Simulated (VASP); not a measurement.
Set up this calculation in VASP 6.6.1, as the native input.

| Property | Result |
| --- | --- |
| Task | single point |
| Functional | PBEsol |
| Potentials or basis | VASP PAW PBE potentials, release 64 (Ag, I) |
| Cutoff | 500 eV |
| k mesh | 6 × 6 × 6 |
| Occupations | gaussian, width 0.01 eV |
| Spin | non-collinear spin, zero start, spin-orbit coupling |
| Starting moments | [[0.0, 0.0, 0.0], [0.0, 0.0, 0.0]] μB |
| Dipole correction | no |
| Further INCAR settings | ALGO = Normal; EDIFF = 1e-06; NBANDS = 30 |

The structure of AgI lies in POSCAR:

```
AgI
1.0
    3.2250452875      3.2250452875      0.0000000000
   -3.2250452875      3.2250452875      0.0000000000
    0.0000000000      3.2250452875      3.2250452875
Ag I
1 1
Direct
    0.0000000000      0.0000000000      0.0000000000
    0.7500000000      0.2500000000      0.5000000000
```

These files were run (other wordings do the same):

INCAR

```
SYSTEM = AgI
PREC     = Accurate       ! precision mode
ENCUT    = 500            ! plane-wave cutoff, eV
EDIFF    = 1E-6           ! SCF threshold, eV
ISMEAR   = 0              ! smearing method
SIGMA    = 0.01           ! smearing width, eV
LREAL    = .False.        ! projectors in reciprocal space
LASPH    = .True.         ! aspherical terms in the spheres
NELM     = 200            ! most SCF steps
ALGO     = Normal         ! electronic algorithm
ISIF     = 2              ! what is computed and relaxed
LWAVE    = .False.        ! write WAVECAR
LCHARG   = .True.         ! write CHGCAR
MAGMOM   = 0 0 0 0 0 0    ! initial moments
LORBIT   = 11             ! projections on sites
LSORBIT  = .True.         ! spin-orbit coupling
GGA_COMPAT= .False.      
LORBMOM  = .True.       
LMAXMIX  = 4              ! l up to which the mixer works
GGA      = PS             ! functional
LVHAR    = .True.       
NBANDS   = 30             ! bands
```

KPOINTS

```
Automatic mesh
0
Gamma
  6 6 6
  0 0 0
```

Potentials or basis: VASP PAW PBE potentials, release 64 (Ag, I).

Launch:

```console
$ cat potpaw_PBE.64/Ag/POTCAR potpaw_PBE.64/I/POTCAR > POTCAR
$ mpirun -np 1 vasp_ncl > vasp.out
```

It gave:

* Pressure: 0.0 GPa
* Net moment: 0.00 μB per cell
* Valence electrons inside the program's atomic spheres: Ag 9.84; I 4.28

Caveat: the PAW data sets were made with another functional, which shifts forces and pressure a little.

It took 63 s on 1 thread of Intel(R) Xeon(R) 6975P-C (Granite Rapids), on a shared host, peak memory 0.41 GiB.
